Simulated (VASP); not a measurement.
**Ti: single point with LDA**

The system is Ti.

```
Ti
1.0
     2.95000    0.00000    0.00000
    -1.47500    2.55477    0.00000
     0.00000    0.00000    4.53960
Ti
2
Direct
  0.33333 0.66667 0.25000
  0.66667 0.33333 0.75000
```

```yaml
Program: VASP 6.6.1
Task: single point
Functional: LDA
Potentials_or_basis: VASP PAW LDA potentials, release 64 (Ti_sv)
Cutoff: 520 eV
k_mesh: 13 × 13 × 8
Occupations: gaussian, width 0.1 eV
Spin: no spin polarisation
```

The pressure is -6.8 GPa and the band gap on the k mesh is zero (band 12 reaches 9.03 eV, above the bottom of band 13 at 8.06 eV).

Stress tensor (GPa, compression positive):
```
-7.73  0.00  0.00
 0.00 -7.73  0.00
 0.00  0.00 -5.06
```

Levels at points of the mesh, in eV from the Fermi level:
```
           k point  band 9  band 10  band 11  band 12  band 13  band 14  band 15  band 16
(0.00, 0.00, 0.00)   -6.18    -2.73     0.69     0.69     1.03     1.17     1.25     1.25
(0.00, 0.00, 0.50)   -4.24    -4.24     0.18     0.18     0.54     0.54     0.54     0.54
```

It took 57 s on 1 thread of Intel(R) Xeon(R) Platinum 8259CL CPU @ 2.50GHz (Skylake/Cascade Lake) (shared host), peak memory 0.17 GiB.
